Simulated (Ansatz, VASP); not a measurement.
**Two plane-wave programs on Cu**

File INCAR:

```
SYSTEM = Cu
PREC = Accurate
ENCUT = 520
EDIFF = 1E-6
ISMEAR = -1
SIGMA = 0.1
LREAL = .False.
LASPH = .True.
NELM = 60
ALGO = Normal
ISIF = 2
LWAVE = .False.
LCHARG = .False.
GGA = RP
NBANDS = 12
```

KPOINTS

```
Automatic mesh
0
Gamma
  17 17 17
  0 0 0
```

Contents of POSCAR:

```
Cu
1.0
   -1.4598499244      1.4598499244      1.4598499244
    1.4598499244     -1.4598499244      1.4598499244
    1.4598499244      1.4598499244     -1.4598499244
Cu
1
Direct
    0.0000000000      0.0000000000      0.0000000000
```

Input for Ansatz:

```yaml
crystal:
  lattice:
    - [-1.4598499244, 1.4598499244, 1.4598499244]
    - [1.4598499244, -1.4598499244, 1.4598499244]
    - [1.4598499244, 1.4598499244, -1.4598499244]
  atoms:
    - { symbol: Cu, position: [0.0, 0.0, 0.0] }
hamiltonian:
  xc: rpbe
  pseudopotentials:
    kind: paw
    azcp:
      Cu: "pseudopotentials/Cu.paw.azcp"
basis:
  ecutwfc: 420
  fft_grid_basis: typed
kpoints:
  mp_grid: { grid: [17, 17, 17], shift: [0, 0, 0] }
magnetization:
  spin_polarized: false
scf:
  occupations: { method: fermi_dirac, width: 0.1 }
  lower_state_search: "off"
output:
  stress: true
```

Alike in both runs: task single point; functional RPBE; k mesh 17 × 17 × 17; occupations fermi-dirac, width 0.1 eV; no spin polarisation.

|  | VASP | Ansatz |
| --- | --- | --- |
| version | VASP 6.6.1 | Ansatz 0.2.0 |
| potentials or method | VASP PAW PBE potentials, release 64 (Cu), cutoff 520 eV | plane waves (420 eV) with PAW, scalar-relativistic |
| valence electrons in the cell | 11 | 19 |

```csv
,VASP,Ansatz,Ansatz less VASP
pressure (GPa),0.5,0.0,-0.53
```

VASP's potentials were made for PBE, not for RPBE. VASP's potentials hold 11 valence electrons a cell and Ansatz's 19, so a difference there can come from the potentials and not from the codes.
